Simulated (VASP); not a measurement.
Write the native input for VASP 6.6.1 that does the following.

| Quantity | Value |
| --- | --- |
| Task | single point |
| Functional | PBE |
| Potentials or basis | VASP PAW PBE potentials, release 64 (Cs_sv, Hf_pv, Cd) |
| Cutoff | 520 eV |
| k mesh | 4 × 4 × 4 |
| Occupations | gaussian, width 0.1 eV |
| Spin | no spin polarisation |
| Dipole correction | no |
| Further INCAR settings | ALGO = Fast; EDIFF = 1e-06; NBANDS = 34 |

The structure of CsHf3Cd lies in POSCAR:

```
CsHf3Cd
1.0
    5.0191127400      0.0000000000      0.0000000000
    0.0000000000      5.0191127400      0.0000000000
    0.0000000000      0.0000000000      5.0191127400
Cs Hf Cd
1 3 1
Direct
    0.5000000000      0.5000000000      0.5000000000
    0.0000000000      0.5000000000      0.5000000000
    0.5000000000      0.0000000000      0.5000000000
    0.5000000000      0.5000000000      0.0000000000
    0.0000000000      0.0000000000      0.0000000000
```

The input as run:

INCAR

```
  PREC = Accurate
  ENCUT = 520
  EDIFF = 1E-6
  ISMEAR = 0
  SIGMA = 0.1
  LREAL = False
  LASPH = True
  NELM = 80
  ALGO = Fast
  ISIF = 2
  LWAVE = False
  LCHARG = True
  GGA = PE
  LELF = True
  LVHAR = True
  NBANDS = 34
```

KPOINTS

```
Automatic mesh
0
Gamma
  4 4 4
```

Potentials or basis: VASP PAW PBE potentials, release 64 (Cs_sv, Hf_pv, Cd).

The run is started by

```console
$ cat potpaw_PBE.64/Cs_sv/POTCAR potpaw_PBE.64/Hf_pv/POTCAR potpaw_PBE.64/Cd/POTCAR > POTCAR
$ mpirun -np 1 vasp_std > vasp.out
```

Results of the run:

```
Pressure : 11.7 GPa
```

Wall time 24 s on 1 thread of Intel(R) Xeon(R) 6975P-C (Granite Rapids), on a shared host, peak memory 0.25 GiB.
